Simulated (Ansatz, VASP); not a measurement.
Ti in VASP and in Ansatz

INCAR

```
SYSTEM = Ti
ALGO = Normal
EDIFF = 1E-6
ENCUT = 520
GGA = PE
ISIF = 2
ISMEAR = -1
LASPH = .TRUE.
LCHARG = .TRUE.
LELF = .TRUE.
LREAL = .FALSE.
LVHAR = .TRUE.
LWAVE = .FALSE.
NBANDS = 19
NELM = 60
PREC = Accurate
SIGMA = 0.08
```

Contents of KPOINTS:

```
k-points
0
G
  13 13 7
  0 0 0
```

POSCAR

```
Ti
1.0
    2.9499978604      0.0000000000      0.0000000000
   -1.4749989302      2.5547730882      0.0000000000
    0.0000000000      0.0000000000      4.6860000000
Ti
2
Direct
    0.3425947922      0.6734465252      0.2536963295
    0.6666666667      0.3333333333      0.7500000000
```

Input for Ansatz:

```yaml
crystal:
  lattice:
    - [2.9499978604, 0.0, 0.0]
    - [-1.4749989302, 2.5547730882, 0.0]
    - [0.0, 0.0, 4.686]
  atoms:
    - { symbol: Ti, position: [0.3425947922, 0.6734465252, 0.2536963295] }
    - { symbol: Ti, position: [0.6666666667, 0.3333333333, 0.75] }
kpoints:
  mp_grid: { grid: [13, 13, 7] }
scf:
  occupations: { method: fermi_dirac, width: 0.08 }
hamiltonian:
  xc: pbe
  pseudopotentials: { kind: all_electron, lapw: { basis_error: 0.0005 } }
output:
  forces: true
  stress: true
  eigenvalues: true
```

Alike in both runs: task single point; functional PBE; k mesh 13 × 13 × 7; occupations fermi-dirac, width 0.08 eV; no spin polarisation.

```csv
,VASP,Ansatz
version,VASP 6.6.1,Ansatz 0.2.0
potentials or method,"VASP PAW PBE potentials, release 64 (Ti_sv), cutoff 520 eV","all-electron LAPW, scalar-relativistic"
```

```tsv
	VASP	Ansatz	Ansatz less VASP
pressure (GPa)	-1.8	-1.6	+0.22
traceless stress, the component that is largest in VASP (GPa)	0.33	0.33	+0.002
rms of the force components (eV/Å)	0.033	0.033	+0.0004
```

Atom by atom the forces differ by 0.000 eV/Å (rms over components). Ansatz ran all-electron here, and VASP with PAW potentials.
